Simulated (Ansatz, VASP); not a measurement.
# SbSe in VASP and in Ansatz

```
CELL_PARAMETERS angstrom
0.00000 2.99967 2.99967
2.99967 0.00000 2.99967
2.99967 2.99967 0.00000
ATOMIC_POSITIONS crystal
Sb 0.00000 0.00000 0.00000
Se 0.50000 0.50000 0.50000
```

Alike in both runs: functional PBE; k mesh 16 × 16 × 16; occupations gaussian, width 0.1 eV; no spin polarisation.

Ansatz relaxed the structure, and its values are those at the end. VASP's run is a single point on that final structure, the one shown.

|  | VASP | Ansatz |
| --- | --- | --- |
| version | VASP 6.6.1 | Ansatz 0.2.0 |
| potentials or method | VASP PAW PBE potentials, release 64 (Sb, Se), cutoff 520 eV | scalar-relativistic, plane waves, PAW |
| valence electrons in the cell | 11 | 31 |

|  | VASP | Ansatz | Ansatz less VASP |
| --- | --- | --- | --- |
| gap on the k mesh at the Fermi level (eV) | none | none | - |
| pressure (GPa) | -0.1 | 0.0 | +0.11 |

A gap of «none» marks a metal or a gap that the smearing closes. VASP's potentials hold 11 valence electrons a cell and Ansatz's 31, so a difference there can come from the potentials and not from the codes.

Spin-orbit coupling is off throughout.
